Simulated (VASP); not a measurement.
# C (P4_2/mmc) in VASP: a series of runs

Runs on C. Level: PBE. Tasks: single point, relaxation of cell and atoms.

Everything below comes from runs of VASP 6.6.1. Logs are shortened: lines on timing, memory, paths and dates and some standing lists are left out, and cuts for length are marked.

## (1) The cell of the first run

It takes space group P4_2/mmc (No. 131, tetragonal). The conventional cell has a = 3.438 Å, b = 3.438 Å, c = 4.459 Å, α = 90.00°, β = 90.00°, γ = 90.00°. C (site symmetry -4m2) has 4 C at 1.53 Å within 2.0 Å. C (site symmetry m2m) has 3 C at 1.33 to 1.53 Å within 1.8 Å.

The cell was built from a structure type or drawn by symmetry, and may not be a known phase.

## (2) Single point, PBE

File INCAR:

```
SYSTEM = C
  PREC = Accurate
  ENCUT = 520
  EDIFF = 1E-7
  ISMEAR = 0
  SIGMA = 0.02
  LREAL = .False.
  LASPH = .True.
  NELM = 80
  ALGO = Normal
  ISIF = 2
  LWAVE = .False.
  LCHARG = .False.
  GGA = PE
  NBANDS = 21
```

File KPOINTS:

```
regular mesh
0
Gamma
  8 8 6
  0 0 0
```

File POSCAR:

```
C
1.0
    3.4382001552      0.0000000000      0.0000000000
    0.0000000000      3.4382001552      0.0000000000
    0.0000000000      0.0000000000      4.4591947001
C
6
Direct
    0.0000000000      0.0000000000      0.2500000000
    0.0000000000      0.0000000000      0.7500000000
    0.6937126146      0.0000000000      0.5000000000
    0.3062873854      1.0000000000      0.5000000000
    1.0000000000      0.6937126146      0.0000000000
    0.0000000000      0.3062873854      0.0000000000
```

Potentials or basis: VASP PAW PBE potentials, release 64 (C).

Run with:

```console
$ cat potpaw_PBE.64/C/POTCAR > POTCAR
$ mpirun -np 1 vasp_std > vasp.out
```

OUTCAR:

```text
SYSTEM = C
   PREC = Accurate
   ENCUT = 520
   EDIFF = 1E-7
   ISMEAR = 0
   LREAL = .False.
   LASPH = .True.
   NELM = 80
   ISIF = 2
   GGA = PE

 ion  position               nearest neighbor table
   1  0.000  0.000  0.250-   3 1.53   4 1.53   5 1.53   6 1.53
   2  0.000  0.000  0.750-   3 1.53   4 1.53   5 1.53   6 1.53
   3  0.694  0.000  0.500-   4 1.33   2 1.53   1 1.53
   4  0.306  0.000  0.500-   3 1.33   2 1.53   1 1.53
   5  0.000  0.694  0.000-   6 1.33   2 1.53   1 1.53
   6  0.000  0.306  0.000-   5 1.33   2 1.53   1 1.53

  LATTYP: Found a simple tetragonal cell.
 ALAT       =     3.4382001552
 C/A-ratio  =     1.2969561104

  Lattice vectors:

 A1 = (   3.4382001552,   0.0000000000,   0.0000000000)
 A2 = (   0.0000000000,   3.4382001552,   0.0000000000)
 A3 = (   0.0000000000,   0.0000000000,   4.4591947001)

Analysis of symmetry for initial positions (statically):
=====================================================================
 Subroutine PRICEL returns:
 Original cell was already a primitive cell.

 Routine SETGRP: Setting up the symmetry group for a
 simple tetragonal supercell.

 Subroutine GETGRP returns: Found 16 space group operations
 (whereof  8 operations were pure point group operations)
 out of a pool of 16 trial point group operations.

The static configuration has the point symmetry D_2h.
 The point group associated with its full space group is D_4h.

Analysis of symmetry for dynamics (positions and initial velocities):
=====================================================================
 Subroutine PRICEL returns:
 Original cell was already a primitive cell.

 Routine SETGRP: Setting up the symmetry group for a
 simple tetragonal supercell.

 Subroutine GETGRP returns: Found 16 space group operations
 (whereof  8 operations were pure point group operations)
 out of a pool of 16 trial point group operations.

The dynamic configuration has the point symmetry D_2h.
 The point group associated with its full space group is D_4h.

 Subroutine INISYM returns: Found 16 space group operations
 (whereof  8 operations are pure point group operations),
 and found     1 'primitive' translations

----------------------------------------------------------------------------------------

                                     Primitive cell

  volume of cell :      52.7131

  direct lattice vectors                    reciprocal lattice vectors
     3.438200155  0.000000000  0.000000000     0.290849850  0.000000000  0.000000000
     0.000000000  3.438200155  0.000000000     0.000000000  0.290849850  0.000000000
     0.000000000  0.000000000  4.459194700     0.000000000  0.000000000  0.224255738

  length of vectors
     3.438200155  3.438200155  4.459194700     0.290849850  0.290849850  0.224255738

  position of ions in fractional coordinates (direct lattice)
     0.000000000  0.000000000  0.250000000
     0.000000000  0.000000000  0.750000000
     0.693712615  0.000000000  0.500000000
     0.306287385  0.000000000  0.500000000
     0.000000000  0.693712615  0.000000000
     0.000000000  0.306287385  0.000000000

  ion indices of the primitive-cell ions
   primitive index   ion index
                 1           1
                 2           2
                 3           3
                 4           4
                 5           5
                 6           6

----------------------------------------------------------------------------------------

 KPOINTS: regular mesh

Automatic generation of k-mesh.
 Grid dimensions read from file:
 generate k-points for:    8    8    6

 Generating k-lattice:

  Cartesian coordinates                     Fractional coordinates (reciprocal lattice)
     0.036356231  0.000000000  0.000000000     0.125000000  0.000000000  0.000000000
     0.000000000  0.036356231  0.000000000     0.000000000  0.125000000  0.000000000
     0.000000000  0.000000000  0.037375956     0.000000000  0.000000000  0.166666667

  Length of vectors
     0.036356231  0.036356231  0.037375956

  Shift w.r.t. Gamma in fractional coordinates (k-lattice)
     0.000000000  0.000000000  0.000000000

 Subroutine IBZKPT returns following result:
 ===========================================

 Found     60 irreducible k-points:

 Following reciprocal coordinates:
            Coordinates               Weight
  0.000000  0.000000  0.000000      1.000000
  0.125000  0.000000  0.000000      4.000000
  0.250000  0.000000  0.000000      4.000000
  0.375000  0.000000  0.000000      4.000000
  0.500000  0.000000  0.000000      2.000000
  0.125000  0.125000  0.000000      4.000000
[... 16 lines left out ...]
  0.375000  0.125000  0.166667     16.000000
  0.500000  0.125000  0.166667      8.000000
 [... further k-points ...]
   k-points           NKPTS =     60   k-points in BZ     NKDIM =     60   number of bands    NBANDS=     21
   number of dos      NEDOS =    301   number of ions     NIONS =      6
   total plane-waves  NPLWV =  28224
   dimension x,y,z NGX =    28 NGY =   28 NGZ =   36
   dimension x,y,z NGXF=    56 NGYF=   56 NGZF=   72
   ions per type =               6
   NGX,Y,Z   is equivalent  to a cutoff of  13.54, 13.54, 13.42 a.u.
   NGXF,Y,Z  is equivalent  to a cutoff of  27.08, 27.08, 26.84 a.u.
 SYSTEM =  C
   PREC   = accura    normal or accurate (medium, high low for compatibility)
   ISTART =      0    job   : 0-new  1-cont  2-samecut
   ICHARG =      2    charge: 1-file 2-atom 10-const
   ISPIN  =      1    spin polarized calculation?
   LNONCOLLINEAR =      F non collinear calculations
   LSORBIT =      F    spin-orbit coupling
   LASPH  =      T    aspherical Exc in radial PAW
   ENCUT  =  520.0 eV  38.22 Ry    6.18 a.u.   6.39  6.39  8.29*2*pi/ulx,y,z
   NELM   =     80;   NELMIN=  2; NELMDL= -5     # of ELM steps
   EDIFF  = 0.1E-06   stopping-criterion for ELM
   LREAL  =      F    real-space projection
   EDIFFG = 0.1E-05   stopping-criterion for IOM
   NSW    =      0    number of steps for IOM
   IBRION =     -1    ionic relax: 0-MD 1-quasi-New 2-CG
   NFREE  =      0    steps in history (QN), initial steepest desc. (CG)
   ISIF   =      2    stress and relaxation
   ISYM   =      2    0-nonsym 1-usesym 2-fastsym
   POTIM  = 0.5000    time-step for ionic-motion
   TEBEG  =    0.0;   TEEND  =   0.0 temperature during run
   PSTRESS=    0.0 pullay stress
   NELECT =      24.0000    total number of electrons
   NUPDOWN=      -1.0000    fix difference up-down
   EMIN   =  10.00;   EMAX   =-10.00  energy-range for DOS
   EFERMI =   0.00;   METHOD = LEGACY
   ISMEAR =     0;   SIGMA  =   0.02  broadening in eV -4-tet -1-fermi 0-gaus
   EFERMI_NEDOS =   21; number of points for ismear=-14 and -15
   IALGO  =     38    algorithm
   IMIX   =      4    mixing-type and parameters
     AMIX     =   0.40;   BMIX     =  1.00
     AMIX_MAG =   1.60;   BMIX_MAG =  1.00
  volume/ion in A,a.u.               =       8.79        59.29
  Fermi-wavevector in a.u.,A,eV,Ry     =   1.259425  2.379968 21.580901  1.586151
  Thomas-Fermi vector in A             =   2.392985
   LORBIT       =      0    0 simple, 1 ext, 2 COOP (PROOUT), +10 PAW based schemes
   GGA     = PE    functional components
   LHFCALC =     F    Hartree Fock is set to
   AEXX    =    0.0000 exact exchange contribution
   IVDW    =     0    specifies the selected vdW correction
   LEPSILON=     F    determine dielectric tensor
   LRPA    =     F    only Hartree local field effects (RPA)
 non-spin polarized calculation
 Gauss-broadening in eV      SIGMA  =   0.02
  energy-cutoff  :      520.00
  volume of cell :       52.71
 maximum number of plane-waves:      1437
 NGX is ok and might be reduce to    28
   NGX = 13   NGY = 13   NGZ = 17

 number of electron      24.0000005 magnetization

 Free energy of the ion-electron system (eV)
  ---------------------------------------------------
  ext. energy  EPLUGINS =         0.00000000
  ---------------------------------------------------
  free energy    TOTEN  =       -51.19726857 eV

  energy without entropy =      -51.19726857  energy(sigma->0) =      -51.19726857

 E-fermi :   4.6935     XC(G=0): -10.3636

 val. band max:        4.5693811534   @ k =   0.0000   0.0000   0.5000
 cond. band min:       5.2333602692   @ k =   0.5000   0.3750   0.0000
 fundamental gap:      0.6639791158
 Fermi energy:         4.6935415051

 k-point     1 :       0.0000    0.0000    0.0000
  band No.  band energies     occupation
      1     -14.8913      2.00000
      2     -10.8191      2.00000
      3      -8.1595      2.00000
      4      -6.1398      2.00000
      5      -5.8444      2.00000
      6      -3.9941      2.00000
[... 13 lines left out ...]
     20      13.1452      0.00000
     21      15.8102      0.00000

 k-point     2 :       0.1250    0.0000    0.0000
  band No.  band energies     occupation
      1     -14.8057      2.00000
      2     -10.7746      2.00000
      3      -8.0700      2.00000
      4      -6.9155      2.00000
      5      -5.9476      2.00000
      6      -3.9352      2.00000
[... 13 lines left out ...]
     20      14.0277      0.00000
     21      15.9151      0.00000

 k-point     3 :       0.2500    0.0000    0.0000
  band No.  band energies     occupation
      1     -14.5773      2.00000
      2     -10.6476      2.00000
      3      -8.2152      2.00000
      4      -7.8320      2.00000
      5      -5.9268      2.00000
      6      -3.7862      2.00000
[... 13 lines left out ...]
     20      15.5135      0.00000
     21      16.1333      0.00000
[... 457 lines left out ...]
 k-point    23 :       0.3750    0.1250    0.1667
  band No.  band energies     occupation
      1     -14.0729      2.00000
      2     -10.8964      2.00000
      3      -9.4675      2.00000
      4      -7.0551      2.00000
      5      -6.1503      2.00000
      6      -2.8846      2.00000
[... 13 lines left out ...]
     20      15.6703      0.00000
     21      15.7897      0.00000

 k-point    24 :       0.5000    0.1250    0.1667
  band No.  band energies     occupation
      1     -13.9444      2.00000
      2     -10.5611      2.00000
      3     -10.1117      2.00000
      4      -6.9938      2.00000
      5      -6.0663      2.00000
      6      -3.1593      2.00000
[... 13 lines left out ...]
     20      15.6857      0.00000
     21      16.1710      0.00000

 [... further k-points ...]

------------------------ aborting loop because EDIFF is reached ----------------------------------------

  FORCE on cell =-STRESS in cart. coord.  units (eV):
  Direction    XX          YY          ZZ          XY          YZ          ZX
  --------------------------------------------------------------------------------------
  -------------------------------------------------------------------------------------
  Total        0.0766898      0.0766898      0.1259201      0.0000000      0.0000000      0.0000000
  in kB        2.3309307      2.3309307      3.8272502      0.0000000      0.0000000      0.0000000
  external PRESSURE =       2.8297039 kB  Pullay stress =       0.0000000 kB

 VOLUME and BASIS-vectors are now :
 -----------------------------------------------------------------------------
  energy-cutoff  :      520.00
  volume of cell :       52.71
      direct lattice vectors                 reciprocal lattice vectors
     3.438200155  0.000000000  0.000000000     0.290849850  0.000000000  0.000000000
     0.000000000  3.438200155  0.000000000     0.000000000  0.290849850  0.000000000
     0.000000000  0.000000000  4.459194700     0.000000000  0.000000000  0.224255738

 POSITION                                       TOTAL-FORCE (eV/Angst)
 -----------------------------------------------------------------------------------
      0.00000      0.00000      1.11480        -0.000000      0.000000      0.000000
      0.00000      0.00000      3.34440         0.000000      0.000000     -0.000000
      2.38512      0.00000      2.22960         0.002639      0.000000      0.000000
      1.05308      0.00000      2.22960        -0.002639      0.000000      0.000000
      0.00000      2.38512      0.00000         0.000000      0.002639      0.000000
      0.00000      1.05308      0.00000         0.000000     -0.002639      0.000000
 -----------------------------------------------------------------------------------
    total drift:                               -0.000000      0.000000     -0.000000

  FREE ENERGIE OF THE ION-ELECTRON SYSTEM (eV)
  ---------------------------------------------------
  free  energy   TOTEN  =       -51.1972685663 eV

  energy  without entropy=      -51.1972685663  energy(sigma->0) =      -51.19726857
```

Wall time 99 s (1 thread of Intel Xeon 8259CL, shared host); peak memory 0.19 GiB.

What came out:

```yaml
Free_energy: -51.1973 eV
Pressure: 0.3 GPa
Band_gap_on_the_k_mesh: 0.66 eV (least direct gap 2.09 eV)
```

Forces in eV/Å, atoms in the order of the input:
```
C    0.000  0.000  0.000
C    0.000  0.000  0.000
C    0.003  0.000  0.000
C   -0.003  0.000  0.000
C    0.000  0.003  0.000
C    0.000 -0.003  0.000
```

Stress tensor (GPa, compression positive):
```
0.23 0.00 0.00
0.00 0.23 0.00
0.00 0.00 0.38
```

Levels at points of the mesh, in eV from the valence-band top:
```tsv
k point	band 9	band 10	band 11	band 12	band 13	band 14	band 15	band 16
(0.00, 0.00, 0.00)	-3.79	-3.79	-2.39	-2.39	3.89	5.56	5.65	6.08
(0.50, 0.00, 0.00)	-3.68	-2.68	-2.02	-1.91	1.29	4.18	6.18	6.72
(0.50, 0.50, 0.00)	-4.90	-4.59	-1.80	-1.34	0.75	0.75	9.03	9.03
(0.00, 0.00, 0.50)	-6.28	-6.28	0.00	0.00	3.95	3.95	4.85	4.85
(0.50, 0.00, 0.50)	-5.21	-3.75	-2.37	-1.89	3.68	4.09	4.84	7.73
(0.50, 0.50, 0.50)	-3.67	-3.67	-3.42	-3.42	1.41	1.41	8.21	8.21
```

[end of part 1 of 2]
